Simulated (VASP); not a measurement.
Wanted: the native input for a VASP 6.6.1 run.

```
Task                   : single point
Functional             : r2SCAN
Potentials or basis    : VASP PAW PBE potentials, release 64 (Ga_d, N)
Cutoff                 : 520 eV
k mesh                 : 10 × 10 × 10
Occupations            : gaussian, width 0.01 eV
Spin                   : non-collinear spin, zero start, spin-orbit coupling
Starting moments       : [[0.0, 0.0, 0.0], [0.0, 0.0, 0.0]] μB
Dipole correction      : no
Further INCAR settings : ALGO = Normal; EDIFF = 1e-06; NBANDS = 30
```

GaN:

```
CELL_PARAMETERS angstrom
-0.04249 2.25145 2.25145
2.25145 -0.04249 2.25145
2.25145 2.25145 -0.04249
ATOMIC_POSITIONS crystal
Ga 0.99875 0.99875 0.99875
N 0.25125 0.25125 0.25125
```

This cell differs from its parent crystal: epitaxial 111 strain +2.0%.

The input as run:

POSCAR

```
GaN
1.0
   -0.0424854305      2.2514461614      2.2514461614
    2.2514461614     -0.0424854305      2.2514461614
    2.2514461614      2.2514461614     -0.0424854305
Ga N
1 1
Direct
   -0.0012512220     -0.0012512220     -0.0012512220
    0.2512512220      0.2512512220      0.2512512220
```

INCAR.step1

```
ALGO = Normal
EDIFF = 1E-4
ENCUT = 520
GGA = PE
GGA_COMPAT = F
ISMEAR = 0
LASPH = T
LCHARG = F
LNONCOLLINEAR = T
LREAL = F
LSORBIT = T
LWAVE = T
MAGMOM = 0 0 0 0 0 0
NBANDS = 30
NELM = 150
PREC = Accurate
SIGMA = 0.01
```

INCAR.step2

```
ALGO = Normal
EDIFF = 1E-6
ENCUT = 520
GGA_COMPAT = F
ISIF = 2
ISMEAR = 0
ISTART = 1
LASPH = T
LCHARG = F
LMIXTAU = T
LNONCOLLINEAR = T
LORBIT = 11
LORBMOM = T
LREAL = F
LSORBIT = T
LWAVE = F
MAGMOM = 0 0 0 0 0 0
METAGGA = R2SCAN
NBANDS = 30
NELM = 150
PREC = Accurate
SIGMA = 0.01
```

KPOINTS

```
k-points
0
Gamma
  10 10 10
```

Potentials or basis: VASP PAW PBE potentials, release 64 (Ga_d, N).

Run with:

```console
$ cat potpaw_PBE.64/Ga_d/POTCAR potpaw_PBE.64/N/POTCAR > POTCAR
$ cp INCAR.step1 INCAR
$ mpirun -np 1 vasp_ncl > vasp.out
$ cp INCAR.step2 INCAR
$ mpirun -np 1 vasp_ncl > vasp.out
```

It gave:

* Pressure: -4.7 GPa
* Largest force: 0.017 eV/Å
* Net moment: 0.00 μB per cell
* Valence electrons inside the program's atomic spheres: Ga 11.77; N 3.75

Caveat: the cell differs from its parent crystal (epitaxial 111 strain +2.0%); the cell stands under tension; the structure was generated, so it needn't be the stable form of GaN; the PAW data sets were made with another functional, which shifts forces and pressure a little.

Wall time 35 min on 1 thread of AMD EPYC 9755 128-Core Processor (shared host), peak memory 0.35 GiB.
